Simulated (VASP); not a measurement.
# NaI (Pm-3m) in VASP: settings compared, part 3 of 3

VASP 6.6.1.

## (6) Relaxation of cell and atoms, PBE

This run uses another cell than the first one, of 26.93 Å³/atom.

INCAR

```
  PREC = Accurate
  ENCUT = 600
  EDIFF = 1E-6
  ISMEAR = -1
  SIGMA = 0.02
  LREAL = F
  LASPH = T
  NELM = 60
  ALGO = Normal
  ISIF = 3
  LWAVE = F
  LCHARG = F
  GGA = PE
  IBRION = 2
  NSW = 80
  EDIFFG = -0.005
```

KPOINTS

```
Automatic mesh
0
Gamma
  6 6 6
```

POSCAR

```
NaI
1.0
    3.7765162381      0.0000000000      0.0000000000
    0.0000000000      3.7765162381      0.0000000000
    0.0000000000      0.0000000000      3.7765162381
Na I
1 1
Direct
    0.0000000000      0.0000000000      0.0000000000
    0.5000000000      0.5000000000      0.5000000000
```

Potentials or basis: VASP PAW PBE potentials, release 64 (Na_pv, I).

On the command line:

```bash
cat potpaw_PBE.64/Na_pv/POTCAR potpaw_PBE.64/I/POTCAR > POTCAR
mpirun -np 1 vasp_std > vasp.out
```

OUTCAR:

```text
PREC = Accurate
   ENCUT = 600
   EDIFF = 1E-6
   ISMEAR = -1
   LREAL = F
   LASPH = T
   NELM = 60
   ISIF = 3
   GGA = PE
   IBRION = 2
   NSW = 80
   EDIFFG = -0.005

 ion  position               nearest neighbor table
   1  0.000  0.000  0.000-
   2  0.500  0.500  0.500-

  LATTYP: Found a simple cubic cell.
 ALAT       =     3.7765162381

  Lattice vectors:

 A1 = (   3.7765162381,   0.0000000000,   0.0000000000)
 A2 = (   0.0000000000,   3.7765162381,   0.0000000000)
 A3 = (   0.0000000000,   0.0000000000,   3.7765162381)

Analysis of symmetry for initial positions (statically):
=====================================================================
 Subroutine PRICEL returns:
 Original cell was already a primitive cell.

 Routine SETGRP: Setting up the symmetry group for a
 simple cubic supercell.

 Subroutine GETGRP returns: Found 48 space group operations
 (whereof 48 operations were pure point group operations)
 out of a pool of 48 trial point group operations.

The static configuration has the point symmetry O_h .

Analysis of symmetry for dynamics (positions and initial velocities):
=====================================================================
 Subroutine PRICEL returns:
 Original cell was already a primitive cell.

 Routine SETGRP: Setting up the symmetry group for a
 simple cubic supercell.

 Subroutine GETGRP returns: Found 48 space group operations
 (whereof 48 operations were pure point group operations)
 out of a pool of 48 trial point group operations.

The dynamic configuration has the point symmetry O_h .

 Subroutine INISYM returns: Found 48 space group operations
 (whereof 48 operations are pure point group operations),
 and found     1 'primitive' translations

[... 96 lines left out ...]
   ISYM   =      2    0-nonsym 1-usesym 2-fastsym
   POTIM  = 0.5000    time-step for ionic-motion
   TEBEG  =    0.0;   TEEND  =   0.0 temperature during run
   PSTRESS=    0.0 pullay stress
   NELECT =      14.0000    total number of electrons
   NUPDOWN=      -1.0000    fix difference up-down
   EMIN   =  10.00;   EMAX   =-10.00  energy-range for DOS
   EFERMI =   0.00;   METHOD = LEGACY
   ISMEAR =    -1;   SIGMA  =   0.02  broadening in eV -4-tet -1-fermi 0-gaus
   EFERMI_NEDOS =   21; number of points for ismear=-14 and -15
   IALGO  =     38    algorithm
   IMIX   =      4    mixing-type and parameters
     AMIX     =   0.40;   BMIX     =  1.00
     AMIX_MAG =   1.60;   BMIX_MAG =  1.00
  volume/ion in A,a.u.               =      26.93       181.74
  Fermi-wavevector in a.u.,A,eV,Ry     =   1.044783  1.974354 14.851736  1.091572
  Thomas-Fermi vector in A             =   2.179551
   LORBIT       =      0    0 simple, 1 ext, 2 COOP (PROOUT), +10 PAW based schemes
   GGA     = PE    functional components
   LHFCALC =     F    Hartree Fock is set to
   AEXX    =    0.0000 exact exchange contribution
   IVDW    =     0    specifies the selected vdW correction
   LEPSILON=     F    determine dielectric tensor
   LRPA    =     F    only Hartree local field effects (RPA)
 conjugate gradient relaxation of ions
 non-spin polarized calculation
  energy-cutoff  :      600.00
  volume of cell :       53.86
 maximum number of plane-waves:      1856
   NGX = 15   NGY = 15   NGZ = 15

--------------------------------------- Ionic step        1  -------------------------------------------

 number of electron      13.9999982 magnetization

 Free energy of the ion-electron system (eV)
  ---------------------------------------------------
  ext. energy  EPLUGINS =         0.00000000
  ---------------------------------------------------
  free energy    TOTEN  =        -4.86726788 eV

  energy without entropy =       -4.86726788  energy(sigma->0) =       -4.86726788

------------------------ aborting loop because EDIFF is reached ----------------------------------------

  FORCE on cell =-STRESS in cart. coord.  units (eV):
  Direction    XX          YY          ZZ          XY          YZ          ZX
  --------------------------------------------------------------------------------------
  -------------------------------------------------------------------------------------
  Total        2.0698171      2.0698171      2.0698171      0.0000000     -0.0000000      0.0000000
  in kB       61.5699059     61.5699059     61.5699059      0.0000000     -0.0000000      0.0000000
  external PRESSURE =      61.5699059 kB  Pullay stress =       0.0000000 kB
[... 167 lines left out ...]
--------------------------------------- Ionic step        6  -------------------------------------------

 number of electron      13.9999988 magnetization

 Free energy of the ion-electron system (eV)
  ---------------------------------------------------
  ext. energy  EPLUGINS =         0.00000000
  ---------------------------------------------------
  free energy    TOTEN  =        -5.07334577 eV

  energy without entropy =       -5.07334577  energy(sigma->0) =       -5.07334577

 E-fermi :   2.2772     XC(G=0):  -7.8014

 val. band max:        1.8083173022   @ k =   0.5000   0.5000   0.0000
 cond. band min:       4.0806616099   @ k =   0.0000   0.0000   0.0000
 fundamental gap:      2.2723443077
 Fermi energy:         2.2771659685

 k-point     1 :       0.0000    0.0000    0.0000
  band No.  band energies     occupation
      1     -21.8985      2.00000
      2     -21.8985      2.00000
      3     -21.8985      2.00000
      4      -9.9453      2.00000
      5       1.1791      2.00000
      6       1.1791      2.00000
      7       1.1791      2.00000
      8       4.0807      0.00000
      9       7.4360      0.00000
     10       7.4360      0.00000
     11      12.9176      0.00000
[... 293 lines left out ...]
  FREE ENERGIE OF THE ION-ELECTRON SYSTEM (eV)
  ---------------------------------------------------
  free  energy   TOTEN  =        -5.0733457697 eV

  energy  without entropy=       -5.0733457697  energy(sigma->0) =       -5.07334577

 reached required accuracy - stopping structural energy minimisation
```

OSZICAR:

```text
N       E                     dE             d eps       ncg     rms          rms(c)
DAV:   1     0.822973019456E+02    0.82297E+02   -0.75258E+03   440   0.133E+03
DAV:   2     0.187635865445E+01   -0.80421E+02   -0.75458E+02   475   0.253E+02
DAV:   3    -0.475780111007E+01   -0.66342E+01   -0.65650E+01   503   0.705E+01
[... 55 lines left out ...]
DAV:   6    -0.507334467551E+01    0.38388E-05   -0.73371E-06   494   0.357E-02    0.277E-02
DAV:   7    -0.507334368187E+01    0.99364E-06   -0.14770E-07   220   0.338E-03
   5 F= -.50733437E+01 E0= -.50733437E+01  d E =-.206076E+00
       N       E                     dE             d eps       ncg     rms          rms(c)
DAV:   1    -0.507334551551E+01   -0.84001E-06   -0.21616E-07   220   0.363E-03    0.116E-02
DAV:   2    -0.507334576967E+01   -0.25415E-06   -0.49137E-08   220   0.306E-03
   6 F= -.50733458E+01 E0= -.50733458E+01  d E =-.208780E-05
```

CONTCAR:

```text
NaI
   1.00000000000000
     4.0637716725267659    0.0000000000000000    0.0000000000000000
     0.0000000000000000    4.0637716725267659    0.0000000000000000
    -0.0000000000000000   -0.0000000000000000    4.0637716725267659
  Na              I
     1     1
Direct
     0.0000000000000000    1.0000000000000000    0.0000000000000000
     0.5000000000000000    0.5000000000000000    0.5000000000000000

  0.00000000E+00  0.00000000E+00  0.00000000E+00
  0.00000000E+00  0.00000000E+00  0.00000000E+00
```

Wall time 87 s (1 thread of Intel Xeon 8259CL, shared host); peak memory 0.18 GiB.

Results:

```yaml
Free_energy: -5.0733 eV
Relaxed_volume: 33.56 Å³/atom
Relaxed_cell: a = 4.064 Å, b = 4.064 Å, c = 4.064 Å, α = 90.00°, β = 90.00°, γ = 90.00°
Space_group_after_relaxing_to_0.1_Å: Pm-3m (No. 221)
Energy_gained_by_relaxing: 103.0 meV/atom
Ionic_steps: 6
Pressure_after_relaxing: 0.0 GPa
Band_gap_on_the_k_mesh: 2.27 eV (least direct gap 2.82 eV)
```

The path:
```
step  energy change (eV)  largest force (eV/Å)  pressure (GPa)  volume (Å³)
   1              0.0000                0.0000            6.16        53.86
   2             -0.1858                0.0000            1.45        62.34
   3             -0.1966                0.0000           -0.78        70.80
   4             -0.2060                0.0000           -0.09        67.50
   5             -0.2061                0.0000            0.03        67.11
   6             -0.2061                0.0000            0.01        67.11
```

Final structure:
```
CELL_PARAMETERS angstrom
4.06377 0.00000 0.00000
0.00000 4.06377 0.00000
0.00000 0.00000 4.06377
ATOMIC_POSITIONS crystal
Na 0.00000 0.00000 0.00000
I 0.50000 0.50000 0.50000
```

Caveat: the volume moved by over 15 % at a fixed basis, so the end points are rough; the structure was generated, so it needn't be the stable form of NaI; spin-orbit coupling is left out, which moves the levels of the heavy elements.

## (7) Overview

| task | level | potentials or basis | cell | cutoff (eV) | smearing | gap on the mesh (eV) | pressure (GPa) |
| --- | --- | --- | --- | --- | --- | --- | --- |
| single point | LDA | VASP PAW LDA potentials, release 64 (Na_pv, I) | a = 4.041 Å, 2 atoms | 520 | gaussian 0.01 eV | 2.05 | -1.6 |
| single point | PBE | VASP PAW PBE potentials, release 64 (Na_pv, I) | a = 4.062 Å, 2 atoms | 520 | fermi-dirac 0.02 eV | 2.27 | 0.0 |
| single point | r2SCAN | VASP PAW PBE potentials, release 64 (Na_pv, I) | a = 4.041 Å, 2 atoms | 520 | fermi-dirac 0.02 eV | 3.07 | 0.0 |
| single point | r2SCAN | VASP PAW PBE potentials, release 64 (Na_pv, I) | a = 4.041 Å, 2 atoms | 520 | gaussian 0.01 eV | 3.07 | 0.0 |
| relaxation of cell and atoms | PBE | VASP PAW PBE potentials, release 64 (Na_pv, I) | relaxed from a = 3.777 Å, 2 atoms | 600 | fermi-dirac 0.02 eV | 2.27 | 0.0 |

Alike in all rows: no spin polarisation; k mesh 6 × 6 × 6.

Caveats: the structure was generated, so it needn't be the stable form of NaI; spin-orbit coupling is left out, which moves the levels of the heavy elements; the PAW data sets were made with another functional, which shifts forces and pressure a little (at least some runs); the volume moved by over 15 % at a fixed basis, so the end points are rough (at least some runs).

Total energies depend on the potentials used, so only differences within one code and one set of settings carry meaning.
